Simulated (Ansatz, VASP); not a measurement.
Ge in VASP and in Ansatz

```xyz
1
Lattice="1.3746 -2.5586 0.0000 1.3746 2.5586 0.0000 0.0000 0.0000 2.7874" Properties=species:S:1:pos:R:3 pbc="T T T"
Ge    1.3746    0.0000    0.0000
```

Alike in both runs: task single point; functional r2SCAN; k mesh 22 × 22 × 20; occupations gaussian, width 0.15 eV; no spin polarisation.

|  | VASP | Ansatz |
| --- | --- | --- |
| version | VASP 6.6.1 | Ansatz 0.2.0 |
| potentials or method | VASP PAW PBE potentials, release 64 (Ge_d), cutoff 520 eV | scalar-relativistic, plane waves, PAW |
| valence electrons in the cell | 14 | 14 |

|  | VASP | Ansatz | Ansatz less VASP |
| --- | --- | --- | --- |
| gap on the k mesh at the Fermi level (eV) | none | none | - |
| pressure (GPa) | -2.9 | -2.7 | +0.18 |
| traceless stress, the component that is largest in VASP (GPa) | -5.27 | -5.32 | -0.052 |

VASP's potentials were made for PBE, not for r2SCAN. A gap of «none» marks a metal or a gap that the smearing closes. With one functional, cell and mesh, what is left measures potentials, basis and numerics.
